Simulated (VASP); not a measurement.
# KF (Fm-3m) in VASP: notebook, part 3 of 3

VASP 6.6.1.

## Step 6: Single point, r2SCAN

This run uses another cell than the first one, of 19.07 Å³/atom.

POSCAR reads:

```
KF
1.0
    0.0000000000      2.6718500000      2.6718500000
    2.6718500000      0.0000000000      2.6718500000
    2.6718500000      2.6718500000      0.0000000000
K F
1 1
Direct
    0.0000000000      0.0000000000      0.0000000000
    0.5000000000      0.5000000000      0.5000000000
```

INCAR.step1 reads:

```
PREC = Accurate ; ENCUT = 520
ISMEAR = -1 ; SIGMA = 0.05
LREAL = F ; LASPH = T
NELM = 60 ; NBANDS = 15
GGA = PE ; ALGO = Normal
EDIFF = 1E-4 ; LWAVE = T
LCHARG = F
```

INCAR.step2 reads:

```
PREC = Accurate ; ENCUT = 520
EDIFF = 1E-6 ; ISMEAR = -1
SIGMA = 0.05 ; LREAL = F
LASPH = T ; NELM = 60
ALGO = Normal ; ISIF = 2
LWAVE = F ; LCHARG = F
METAGGA = R2SCAN ; LMIXTAU = T
NBANDS = 15 ; ISTART = 1
```

KPOINTS reads:

```
Automatic mesh
0
Gamma
  9 9 9
```

Potentials or basis: VASP PAW PBE potentials, release 64 (K_sv, F).

Command:

```console
cat potpaw_PBE.64/K_sv/POTCAR potpaw_PBE.64/F/POTCAR > POTCAR
cp INCAR.step1 INCAR
mpirun -np 1 vasp_std > vasp.out
cp INCAR.step2 INCAR
mpirun -np 1 vasp_std > vasp.out
```

OUTCAR:

```text
PREC = Accurate
   ENCUT = 520
   EDIFF = 1E-6
   ISMEAR = -1
   LREAL = F
   LASPH = T
   NELM = 60
   ISIF = 2
   METAGGA = R2SCAN
   ISTART = 1

 ion  position               nearest neighbor table
   1  0.000  0.000  0.000-   2 2.67   2 2.67   2 2.67   2 2.67   2 2.67   2 2.67
   2  0.500  0.500  0.500-   1 2.67   1 2.67   1 2.67   1 2.67   1 2.67   1 2.67

  LATTYP: Found a face centered cubic cell.
 ALAT       =     5.3437000000

  Lattice vectors:

[... 619 lines left out ...]

  FORCE on cell =-STRESS in cart. coord.  units (eV):
  Direction    XX          YY          ZZ          XY          YZ          ZX
  --------------------------------------------------------------------------------------
  -------------------------------------------------------------------------------------
  Total       -0.1271712     -0.1271712     -0.1271712     -0.0000000      0.0000000     -0.0000000
  in kB       -5.3411285     -5.3411285     -5.3411285     -0.0000000      0.0000000     -0.0000000
  external PRESSURE =      -5.3411285 kB  Pullay stress =       0.0000000 kB

 VOLUME and BASIS-vectors are now :
 -----------------------------------------------------------------------------
  energy-cutoff  :      520.00
  volume of cell :       38.15
      direct lattice vectors                 reciprocal lattice vectors
     0.000000000  2.671850000  2.671850000    -0.187136254  0.187136254  0.187136254
     2.671850000  0.000000000  2.671850000     0.187136254 -0.187136254  0.187136254
     2.671850000  2.671850000  0.000000000     0.187136254  0.187136254 -0.187136254

 POSITION                                       TOTAL-FORCE (eV/Angst)
 -----------------------------------------------------------------------------------
      0.00000      0.00000      0.00000         0.000000     -0.000000      0.000000
      2.67185      2.67185      2.67185        -0.000000      0.000000     -0.000000
 -----------------------------------------------------------------------------------
    total drift:                                0.000000      0.000000      0.000000

  FREE ENERGIE OF THE ION-ELECTRON SYSTEM (eV)
  ---------------------------------------------------
  free  energy   TOTEN  =       -14.9727790171 eV

  energy  without entropy=      -14.9727790170  energy(sigma->0) =      -14.97277902
```

OUTCAR.step1:

```text
PREC = Accurate
   ENCUT = 520
   ISMEAR = -1
   LREAL = F
   LASPH = T
   NELM = 60
[... 650 lines left out ...]
 -----------------------------------------------------------------------------------
      0.00000      0.00000      0.00000         0.000000      0.000000     -0.000000
      2.67185      2.67185      2.67185        -0.000000     -0.000000      0.000000
 -----------------------------------------------------------------------------------
    total drift:                                0.000000      0.000000      0.000000

  FREE ENERGIE OF THE ION-ELECTRON SYSTEM (eV)
  ---------------------------------------------------
  free  energy   TOTEN  =        -8.2901177472 eV

  energy  without entropy=       -8.2901177472  energy(sigma->0) =       -8.29011775
```

OSZICAR.step1:

```text
N       E                     dE             d eps       ncg     rms          rms(c)
DAV:   1     0.110471393139E+03    0.11047E+03   -0.81974E+03  1065   0.103E+03
DAV:   2    -0.507429812742E+01   -0.11555E+03   -0.10493E+03  1401   0.286E+02
DAV:   3    -0.944030473064E+01   -0.43660E+01   -0.43400E+01  1364   0.490E+01
DAV:   4    -0.955166026488E+01   -0.11136E+00   -0.11135E+00  1451   0.751E+00
DAV:   5    -0.955360623097E+01   -0.19460E-02   -0.19460E-02  1397   0.767E-01    0.633E+00
DAV:   6    -0.832108251485E+01    0.12325E+01   -0.35035E+00  1127   0.148E+01    0.402E+00
DAV:   7    -0.829179342388E+01    0.29289E-01   -0.66148E-02  1239   0.223E+00    0.226E+00
DAV:   8    -0.828786706387E+01    0.39264E-02   -0.51439E-02  1169   0.224E+00    0.195E-01
DAV:   9    -0.828942190679E+01   -0.15548E-02   -0.38533E-03  1344   0.515E-01    0.123E-01
DAV:  10    -0.828999119286E+01   -0.56929E-03   -0.47300E-04  1134   0.188E-01    0.614E-02
DAV:  11    -0.829011903807E+01   -0.12785E-03   -0.12822E-04  1089   0.951E-02    0.197E-02
DAV:  12    -0.829011774720E+01    0.12909E-05   -0.11282E-05   805   0.357E-02
   1 F= -.82901177E+01 E0= -.82901177E+01  d E =-.852587E-11
```

Run time: 1.9 min. Hardware: 1 thread of Intel Xeon 8259CL, shared host; peak memory 0.17 GiB.

Results:

* Free energy: -14.9728 eV
* Pressure: -0.5 GPa
* Band gap on the k mesh: 6.83 eV

Levels at points of the mesh, in eV from the valence-band top:
| k point | band 4 | band 5 | band 6 | band 7 | band 8 | band 9 | band 10 | band 11 | band 12 | band 13 |
| --- | --- | --- | --- | --- | --- | --- | --- | --- | --- | --- |
| (0.00, 0.00, 0.00) | -9.61 | -9.61 | 0.00 | 0.00 | 0.00 | 6.83 | 11.45 | 11.45 | 11.45 | 13.31 |

Caveat: the PAW data sets were made with another functional, which shifts forces and pressure a little; an odd mesh through Γ misses points on the zone boundary, where band edges can lie.

## Step 7: Summary

```csv
level,potentials or basis,cell,gap on the mesh (eV),pressure (GPa)
LDA,"VASP PAW LDA potentials, release 64 (K_sv, F)","a = 3.853 Å, angles 60.0°, 2 atoms",5.51,-4.7
r2SCAN,"VASP PAW PBE potentials, release 64 (K_sv, F)","a = 3.701 Å, angles 60.0°, 2 atoms",7.17,1.9
r2SCAN,"VASP PAW PBE potentials, release 64 (K_sv, F)","a = 3.727 Å, angles 60.0°, 2 atoms",7.05,1.0
r2SCAN,"VASP PAW PBE potentials, release 64 (K_sv, F)","a = 3.753 Å, angles 60.0°, 2 atoms",6.94,0.2
r2SCAN,"VASP PAW PBE potentials, release 64 (K_sv, F)","a = 3.779 Å, angles 60.0°, 2 atoms",6.83,-0.5
```

Alike in all rows: task single point; no spin polarisation; k mesh 9 × 9 × 9; cutoff (eV) 520; smearing fermi-dirac 0.05 eV.

Caveats: an odd mesh through Γ misses points on the zone boundary, where band edges can lie; the PAW data sets were made with another functional, which shifts forces and pressure a little (at least some runs); the cell stands under tension (at least some runs).

Total energies depend on the potentials used, so only differences within one code and one set of settings carry meaning.
